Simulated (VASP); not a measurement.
# H2 in VASP: single point with r2SCAN

Aim: the single point of H2 with r2SCAN.

Program: VASP 6.6.1. These are calculated values, not measurements. Logs are shortened: lines on timing, memory, paths and dates and some standing lists are left out, and cuts for length are marked.

## (1) The cell of the first run

The cell holds a molecule in a box, 2 atoms: a = 10.000 Å, b = 10.500 Å, c = 11.000 Å, α = 90.00°, β = 90.00°, γ = 90.00°.

## (2) Single point, r2SCAN

POSCAR reads:

```
H
1.0
   10.0000000000      0.0000000000      0.0000000000
    0.0000000000     10.5000000000      0.0000000000
    0.0000000000      0.0000000000     11.0000000000
H
2
Direct
    0.5000000000      0.5000000000      0.4655347898
    0.5000000000      0.5000000000      0.5344652102
```

INCAR.step1 reads:

```
SYSTEM = H
PREC     = Accurate       ! precision mode
ENCUT    = 440            ! plane-wave cutoff, eV
ISMEAR   = 0              ! smearing method
SIGMA    = 0.01           ! smearing width, eV
LREAL    = .FALSE.        ! projectors in reciprocal space
LASPH    = .TRUE.         ! aspherical terms in the spheres
NELM     = 120            ! most SCF steps
NBANDS   = 8              ! bands
GGA      = PE             ! functional
ALGO     = Normal         ! electronic algorithm
EDIFF    = 1E-5           ! SCF threshold, eV
LWAVE    = .TRUE.         ! write WAVECAR
LCHARG   = .FALSE.        ! write CHGCAR
GGA_COMPAT= .FALSE.      
NELMDL   = -8
```

INCAR.step2 reads:

```
SYSTEM = H
PREC     = Accurate       ! precision mode
ENCUT    = 440            ! plane-wave cutoff, eV
EDIFF    = 1E-6           ! SCF threshold, eV
ISMEAR   = 0              ! smearing method
SIGMA    = 0.01           ! smearing width, eV
LREAL    = .FALSE.        ! projectors in reciprocal space
LASPH    = .TRUE.         ! aspherical terms in the spheres
NELM     = 120            ! most SCF steps
ALGO     = Normal         ! electronic algorithm
ISIF     = 2              ! what is computed and relaxed
LWAVE    = .FALSE.        ! write WAVECAR
LCHARG   = .TRUE.         ! write CHGCAR
METAGGA  = R2SCAN         ! meta-GGA
LMIXTAU  = .TRUE.       
LELF     = .TRUE.         ! ELF
LVHAR    = .TRUE.       
NBANDS   = 8              ! bands
ISTART   = 1            
GGA_COMPAT= .FALSE.
```

KPOINTS reads:

```
regular mesh
0
G
  1 1 1
  0 0 0
```

Potentials or basis: VASP PAW PBE potentials, release 64 (H).

Run with:

```
$ cat potpaw_PBE.64/H/POTCAR > POTCAR
$ cp INCAR.step1 INCAR
$ mpirun -np 1 vasp_gam > vasp.out
$ cp INCAR.step2 INCAR
$ mpirun -np 1 vasp_gam > vasp.out
```

OUTCAR:

```text
SYSTEM = H
   PREC = Accurate
   ENCUT = 440
   EDIFF = 1E-6
   ISMEAR = 0
   LREAL = .FALSE.
   LASPH = .TRUE.
   NELM = 120
   ISIF = 2
   METAGGA = R2SCAN
   ISTART = 1

 ion  position               nearest neighbor table
   1  0.500  0.500  0.466-   2 0.76
   2  0.500  0.500  0.534-   1 0.76

  LATTYP: Found a simple orthorhombic cell.
 ALAT       =    10.0000000000
 B/A-ratio  =     1.0500000000
 C/A-ratio  =     1.1000000000

  Lattice vectors:

 A1 = (  10.0000000000,   0.0000000000,   0.0000000000)
 A2 = (   0.0000000000,  10.5000000000,   0.0000000000)
 A3 = (   0.0000000000,   0.0000000000,  11.0000000000)

Analysis of symmetry for initial positions (statically):
=====================================================================
 Subroutine PRICEL returns:
 Original cell was already a primitive cell.

 Routine SETGRP: Setting up the symmetry group for a
 simple orthorhombic supercell.

 Subroutine GETGRP returns: Found  8 space group operations
 (whereof  8 operations were pure point group operations)
 out of a pool of  8 trial point group operations.

The static configuration has the point symmetry D_2h.

Analysis of symmetry for dynamics (positions and initial velocities):
=====================================================================
 Subroutine PRICEL returns:
 Original cell was already a primitive cell.

 Routine SETGRP: Setting up the symmetry group for a
 simple orthorhombic supercell.

 Subroutine GETGRP returns: Found  8 space group operations
 (whereof  8 operations were pure point group operations)
 out of a pool of  8 trial point group operations.

The dynamic configuration has the point symmetry D_2h.

 Subroutine INISYM returns: Found  8 space group operations
 (whereof  8 operations are pure point group operations),
 and found     1 'primitive' translations

----------------------------------------------------------------------------------------

                                     Primitive cell

  volume of cell :    1155.0000

  direct lattice vectors                    reciprocal lattice vectors
    10.000000000  0.000000000  0.000000000     0.100000000  0.000000000  0.000000000
     0.000000000 10.500000000  0.000000000     0.000000000  0.095238095  0.000000000
     0.000000000  0.000000000 11.000000000     0.000000000  0.000000000  0.090909091

  length of vectors
    10.000000000 10.500000000 11.000000000     0.100000000  0.095238095  0.090909091

  position of ions in fractional coordinates (direct lattice)
     0.500000000  0.500000000  0.465534790
     0.500000000  0.500000000  0.534465210

  ion indices of the primitive-cell ions
   primitive index   ion index
                 1           1
                 2           2

----------------------------------------------------------------------------------------

 KPOINTS: regular mesh

Automatic generation of k-mesh.
 Grid dimensions read from file:
 generate k-points for:    1    1    1

 Generating k-lattice:

  Cartesian coordinates                     Fractional coordinates (reciprocal lattice)
     0.100000000  0.000000000  0.000000000     1.000000000  0.000000000  0.000000000
     0.000000000  0.095238095  0.000000000     0.000000000  1.000000000  0.000000000
     0.000000000  0.000000000  0.090909091     0.000000000  0.000000000  1.000000000

  Length of vectors
     0.100000000  0.095238095  0.090909091

  Shift w.r.t. Gamma in fractional coordinates (k-lattice)
     0.000000000  0.000000000  0.000000000

 Subroutine IBZKPT returns following result:
 ===========================================

 Found      1 irreducible k-points:

 Following reciprocal coordinates:
            Coordinates               Weight
  0.000000  0.000000  0.000000      1.000000
   k-points           NKPTS =      1   k-points in BZ     NKDIM =      1   number of bands    NBANDS=      8
   number of dos      NEDOS =    301   number of ions     NIONS =      2
   total plane-waves  NPLWV = 403200
   dimension x,y,z NGX =    70 NGY =   72 NGZ =   80
   dimension x,y,z NGXF=   140 NGYF=  144 NGZF=  160
   ions per type =               2
   NGX,Y,Z   is equivalent  to a cutoff of  11.64, 11.40, 12.09 a.u.
   NGXF,Y,Z  is equivalent  to a cutoff of  23.27, 22.80, 24.18 a.u.
 SYSTEM =  H
   PREC   = accura    normal or accurate (medium, high low for compatibility)
   ISTART =      1    job   : 0-new  1-cont  2-samecut
   ICHARG =      0    charge: 1-file 2-atom 10-const
   ISPIN  =      1    spin polarized calculation?
   LNONCOLLINEAR =      F non collinear calculations
   LSORBIT =      F    spin-orbit coupling
   LASPH  =      T    aspherical Exc in radial PAW
   ENCUT  =  440.0 eV  32.34 Ry    5.69 a.u.  17.10 17.96 18.81*2*pi/ulx,y,z
   NELM   =    120;   NELMIN=  2; NELMDL=  0     # of ELM steps
   EDIFF  = 0.1E-05   stopping-criterion for ELM
   LREAL  =      F    real-space projection
   EDIFFG = 0.1E-04   stopping-criterion for IOM
   NSW    =      0    number of steps for IOM
   IBRION =     -1    ionic relax: 0-MD 1-quasi-New 2-CG
   NFREE  =      0    steps in history (QN), initial steepest desc. (CG)
   ISIF   =      2    stress and relaxation
   ISYM   =      2    0-nonsym 1-usesym 2-fastsym
   POTIM  = 0.5000    time-step for ionic-motion
   TEBEG  =    0.0;   TEEND  =   0.0 temperature during run
   PSTRESS=    0.0 pullay stress
   NELECT =       2.0000    total number of electrons
   NUPDOWN=      -1.0000    fix difference up-down
   EMIN   =  10.00;   EMAX   =-10.00  energy-range for DOS
   EFERMI =   0.00;   METHOD = LEGACY
   ISMEAR =     0;   SIGMA  =   0.01  broadening in eV -4-tet -1-fermi 0-gaus
   EFERMI_NEDOS =   21; number of points for ismear=-14 and -15
   IALGO  =     38    algorithm
   IMIX   =      4    mixing-type and parameters
     AMIX     =   0.40;   BMIX     =  1.00
     AMIX_MAG =   1.60;   BMIX_MAG =  1.00
  volume/ion in A,a.u.               =     577.50      3897.16
  Fermi-wavevector in a.u.,A,eV,Ry     =   0.196588  0.371498  0.525823  0.038647
  Thomas-Fermi vector in A             =   0.945437
   LORBIT       =      0    0 simple, 1 ext, 2 COOP (PROOUT), +10 PAW based schemes
   METAGGA = R2SCAN    functional components
   LHFCALC =     F    Hartree Fock is set to
   AEXX    =    0.0000 exact exchange contribution
   IVDW    =     0    specifies the selected vdW correction
   LEPSILON=     F    determine dielectric tensor
   LRPA    =     F    only Hartree local field effects (RPA)
 non-spin polarized calculation
 Gauss-broadening in eV      SIGMA  =   0.01
  energy-cutoff  :      440.00
  volume of cell :     1155.00
 maximum number of plane-waves:     12069
 NGX is ok and might be reduce to    70
   NGX = 35   NGY = 35   NGZ = 37

 number of electron       2.0000004 magnetization

 Free energy of the ion-electron system (eV)
  ---------------------------------------------------
  ext. energy  EPLUGINS =         0.00000000
  ---------------------------------------------------
  free energy    TOTEN  =        -6.89836001 eV

  energy without entropy =       -6.89836001  energy(sigma->0) =       -6.89836001

 E-fermi : -10.6279     XC(G=0):  -0.1056

 val. band max:      -10.7011965603   @ k =   0.0000   0.0000   0.0000
 cond. band min:       0.0834723886   @ k =   0.0000   0.0000   0.0000
 fundamental gap:     10.7846689488
 Fermi energy:       -10.6278525525

 k-point     1 :       0.0000    0.0000    0.0000
  band No.  band energies     occupation
      1     -10.7012      2.00000
      2       0.0835      0.00000
      3       0.9669      0.00000
      4       1.3030      0.00000
      5       1.3453      0.00000
      6       1.4498      0.00000
      7       1.4816      0.00000
      8       1.6950      0.00000

------------------------ aborting loop because EDIFF is reached ----------------------------------------

  FORCE on cell =-STRESS in cart. coord.  units (eV):
  Direction    XX          YY          ZZ          XY          YZ          ZX
  --------------------------------------------------------------------------------------
  -------------------------------------------------------------------------------------
  Total       -0.0745508     -0.0758108     -0.5196467      0.0000000      0.0000000      0.0000000
  in kB       -0.1034143     -0.1051623     -0.7208366      0.0000000      0.0000000      0.0000000
  external PRESSURE =      -0.3098044 kB  Pullay stress =       0.0000000 kB

 VOLUME and BASIS-vectors are now :
 -----------------------------------------------------------------------------
  energy-cutoff  :      440.00
  volume of cell :     1155.00
      direct lattice vectors                 reciprocal lattice vectors
    10.000000000  0.000000000  0.000000000     0.100000000  0.000000000  0.000000000
     0.000000000 10.500000000  0.000000000     0.000000000  0.095238095  0.000000000
     0.000000000  0.000000000 11.000000000     0.000000000  0.000000000  0.090909091

 POSITION                                       TOTAL-FORCE (eV/Angst)
 -----------------------------------------------------------------------------------
      5.00000      5.25000      5.12088         0.000000      0.000000      0.562967
      5.00000      5.25000      5.87912         0.000000      0.000000     -0.562967
 -----------------------------------------------------------------------------------
    total drift:                                0.000000      0.000000      0.000000

  FREE ENERGIE OF THE ION-ELECTRON SYSTEM (eV)
  ---------------------------------------------------
  free  energy   TOTEN  =        -6.8983600084 eV

  energy  without entropy=       -6.8983600084  energy(sigma->0) =       -6.89836001
```

Run time: 4.5 min. Hardware: 1 thread of Intel Xeon Platinum 8488C (Sapphire Rapids), shared host; peak memory 0.84 GiB.

What came out:

```yaml
Free_energy: -6.8984 eV
Largest_force: 0.563 eV/Å
Gap_between_the_frontier_levels: 10.78 eV
```

Forces on the atoms (eV/Å):
```
H    0.000  0.000  0.563
H    0.000  0.000 -0.563
```

Levels at points of the mesh, in eV from the valence-band top:
```csv
k point,band 1,band 2,band 3,band 4,band 5
"(0.00, 0.00, 0.00)",0.00,10.78,11.67,12.00,12.05
```

Caveat: the PAW data sets were made with another functional, which shifts forces and pressure a little.
